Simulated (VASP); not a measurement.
Runs of VASP 6.6.1 on Ag. The structure is that of space group Im-3m (No. 229), or close to it. The cells are those of the table. 

| cell | gap on the mesh (eV) | pressure (GPa) |
| --- | --- | --- |
| a = 2.792 Å, angles 110.6, 110.6, 107.3°, 1 atom | none | 0.1 |
| a = 3.097 Å, angles 109.5°, 1 atom | none | (a) |
| a = 2.982 Å, angles 109.5°, 1 atom | none | (b) |
| a = 2.638 Å, angles 109.5°, 1 atom | none | 31.4 |
| a = 3.021 Å, angles 110.5, 110.5, 107.4°, 1 atom | none | -13.8 |
| a = 2.945 Å, angles 108.4, 108.4, 111.6°, 1 atom | none | -11.6 |

Alike in all rows: task single point; level PBEsol; potentials or basis VASP PAW PBE potentials, release 64 (Ag); no spin polarisation; k mesh 20 × 20 × 20; cutoff (eV) 520; smearing gaussian 0.15 eV.

Question: Fill in the values left out.

Answer: (a) -14.7; (b) -12.9.

Caveats: the PAW data sets were made with another functional, which shifts forces and pressure a little.

A k mesh can miss the band edges, and the runs leave out spin-orbit coupling on Ag.

A gap of «none» marks levels without a gap at the run's occupations.
